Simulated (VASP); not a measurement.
## Ti: relaxation of the atoms with PBE

Ti, a slab with vacuum:

```
Ti
1.0
     5.87692    0.00000    0.00000
    -2.93846    5.08956    0.00000
     0.00000    0.00000   22.97595
Ti
16
Direct
  0.33333 0.16667 0.34819
  0.33333 0.66667 0.34819
  0.83333 0.16667 0.34819
  0.83333 0.66667 0.34819
  0.16667 0.33333 0.44940
  0.16667 0.83333 0.44940
  0.66667 0.33333 0.44940
  0.66667 0.83333 0.44940
  0.33333 0.16667 0.55060
  0.33333 0.66667 0.55060
  0.83333 0.16667 0.55060
  0.83333 0.66667 0.55060
  0.16667 0.33333 0.65181
  0.16667 0.83333 0.65181
  0.66667 0.33333 0.65181
  0.66667 0.83333 0.65181
```

```yaml
Program: VASP 6.6.1
Task: relaxation of the atoms
Functional: PBE
Potentials_or_basis: VASP PAW PBE potentials, release 64 (Ti_sv)
Cutoff: 520 eV
k_mesh: 4 × 4 × 1
Occupations: gaussian, width 0.1 eV
Spin: no spin polarisation
Dipole_correction: yes
Atoms_held_fixed_from_0: "[0, 1, 2, 3, 4, 5, 6, 7]"
Further_INCAR_settings: LREAL = Auto; ALGO = Normal; EDIFF = 1e-07; IBRION = 2; EDIFFG = -0.03; NSW = 90
```

```yaml
Energy_gained_by_relaxing: 13.6 meV/atom
Ionic_steps: 5
Band_gap_on_the_k_mesh: zero (bands 96 and 97 overlap by 0.64 eV)
```

Step by step:
```csv
step,energy change (eV),largest force on free atoms (eV/Å),pressure (GPa)
1,0.0000,0.7122,-1.76
2,-0.1308,0.4684,-1.62
3,-0.2079,0.1884,-1.21
4,-0.2162,0.0569,-1.30
5,-0.2169,0.0168,-1.27
```

Final structure:
```
CELL_PARAMETERS angstrom
5.87692 0.00000 0.00000
-2.93846 5.08956 0.00000
0.00000 0.00000 22.97595
ATOMIC_POSITIONS crystal
Ti 0.33333 0.16667 0.34819
Ti 0.33333 0.66667 0.34819
Ti 0.83333 0.16667 0.34819
Ti 0.83333 0.66667 0.34819
Ti 0.16667 0.33333 0.44940
Ti 0.16667 0.83333 0.44940
Ti 0.66667 0.33333 0.44940
Ti 0.66667 0.83333 0.44940
Ti 0.33333 0.16667 0.55440
Ti 0.33333 0.66667 0.55440
Ti 0.83333 0.16667 0.55440
Ti 0.83333 0.66667 0.55440
Ti 0.16667 0.33333 0.64882
Ti 0.16667 0.83333 0.64882
Ti 0.66667 0.33333 0.64882
Ti 0.66667 0.83333 0.64882
```

Levels at points of the mesh, in eV from the Fermi level:
```
           k point  band 90  band 91  band 92  band 93  band 94  band 95  band 96  band 97  band 98  band 99
(0.00, 0.00, 0.00)    -0.27    -0.02     0.09     0.09     0.09     0.43     0.49     0.49     0.49     0.49
(0.50, 0.00, 0.00)    -0.62    -0.51    -0.51    -0.35    -0.35    -0.29    -0.29    -0.14    -0.14     0.01
```

Run time: 22 min on 4 MPI ranks on Intel(R) Xeon(R) Platinum 8259CL CPU @ 2.50GHz (Skylake/Cascade Lake), with other jobs on the host, peak memory 0.97 GiB a rank.
